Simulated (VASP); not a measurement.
**Mg2ZnO3: single point with PBEsol+D4+U**

The system is Mg2ZnO3.

```
CELL_PARAMETERS angstrom
3.03300 0.00000 0.00000
-1.51650 2.62665 0.00000
0.00000 0.00000 7.40332
ATOMIC_POSITIONS crystal
Mg 0.33333 0.66667 0.66580
Mg 0.66667 0.33333 0.33420
Zn 0.00000 0.00000 0.00000
O 0.33333 0.66667 0.17262
O 0.66667 0.33333 0.82738
O 0.00000 0.00000 0.50000
```

```
Program                : VASP 6.6.1
Task                   : single point
Functional             : PBEsol
Dispersion             : D4
Potentials or basis    : VASP PAW PBE potentials, release 64 (Mg, Zn, O)
Cutoff                 : 520 eV
k mesh                 : 7 × 7 × 3
Occupations            : gaussian, width 0.01 eV
Spin                   : no spin polarisation
Hubbard terms          : Zn d U = 6.0 eV
Dipole correction      : no
Further INCAR settings : ALGO = Normal; EDIFF = 1e-06; NBANDS = 26
```

```json
{"Pressure": "-11.7 GPa", "Largest force": "0.586 eV/Å", "Band gap on the k mesh": "3.13 eV, indirect (least direct gap 3.25 eV)", "Dispersion energy per atom": "-0.110 eV"}
```

Forces on the atoms (eV/Å):
```
Mg   0.000  0.000  0.052
Mg   0.000  0.000 -0.052
Zn   0.000  0.000  0.000
O    0.000  0.000 -0.586
O    0.000  0.000  0.586
O    0.000  0.000  0.000
```

Stress tensor (GPa, compression positive):
```
-11.66   0.00   0.00
  0.00 -11.66   0.00
  0.00   0.00 -11.77
```

Levels at points of the mesh, in eV from the valence-band top:
```tsv
k point	band 15	band 16	band 17	band 18	band 19	band 20
(0.00, 0.00, 0.00)	-0.17	-0.12	-0.12	3.13	6.54	6.76
```

Eigenvalues of the final occupation matrices:
```csv
site,spin,trace,eigenvalues
site 3 d,1,5.02,0.99 0.99 0.99 1.02 1.02
site 3 d,2,5.02,0.99 0.99 0.99 1.02 1.02
```

Wall time 26 s on 1 thread of Intel(R) Xeon(R) Platinum 8488C (Sapphire Rapids), on a shared host, peak memory 0.19 GiB.

Caveat: the PAW data sets were made with another functional, which shifts forces and pressure a little. A k mesh can miss the band edges.
